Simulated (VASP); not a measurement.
**MgO (e600): relaxation of cell and atoms with PBEsol**

Crystal: MgO (e600).

```
Mg O
1.0
     0.00000    2.10600    2.10600
     2.10600    0.00000    2.10600
     2.10600    2.10600    0.00000
Mg O
1 1
Direct
  0.00000 0.00000 0.00000
  0.50000 0.50000 0.50000
```

| Quantity | Value |
| --- | --- |
| Program | VASP 6.6.1 |
| Task | relaxation of cell and atoms |
| Functional | PBEsol |
| Potentials or basis | VASP PAW PBE potentials, release 64 (Mg, O) |
| Cutoff | 600 eV |
| k mesh | 8 × 8 × 8 |
| Occupations | gaussian, width 0.02 eV |
| Spin | no spin polarisation |
| Dipole correction | no |
| Further INCAR settings | ALGO = Normal; EDIFF = 1e-07; IBRION = 2; EDIFFG = -0.002; NSW = 100; ISIF = 3 |

```
Relaxed volume                         : 9.31 Å³/atom
Relaxed cell                           : a = 2.975 Å, b = 2.975 Å, c = 2.975 Å, α = 60.00°, β = 60.00°, γ = 60.00°
Space group after relaxing (to 0.05 Å) : Fm-3m (No. 225)
Energy gained by relaxing              : 0.0 meV/atom
Ionic steps                            : 3
Pressure after relaxing                : 0.0 GPa
Band gap on the k mesh                 : 4.66 eV, direct
```

Final structure:
```
Mg O
1.0
     0.00000    2.10392    2.10392
     2.10392    0.00000    2.10392
     2.10392    2.10392    0.00000
Mg O
1 1
Direct
  0.00000 0.00000 0.00000
  0.50000 0.50000 0.50000
```

Levels at points of the mesh, in eV from the valence-band top:
```csv
k point,band 1,band 2,band 3,band 4,band 5,band 6,band 7,band 8
"(0.00, 0.00, 0.00)",-17.22,0.00,0.00,0.00,4.66,15.65,15.65,15.65
"(0.50, 0.00, 0.00)",-15.90,-4.69,-0.67,-0.67,7.77,12.54,16.21,16.21
"(0.50, 0.50, 0.00)",-15.63,-4.16,-1.37,-1.37,8.93,9.91,13.00,18.89
```

Run time: 12 s on 1 thread of Intel(R) Xeon(R) Platinum 8488C (Sapphire Rapids), with other jobs on the host, peak memory 0.14 GiB.

Caveat: the PAW data sets were made with another functional, which shifts forces and pressure a little. PBEsol gaps usually lie below the measured ones, often by a third to a half.
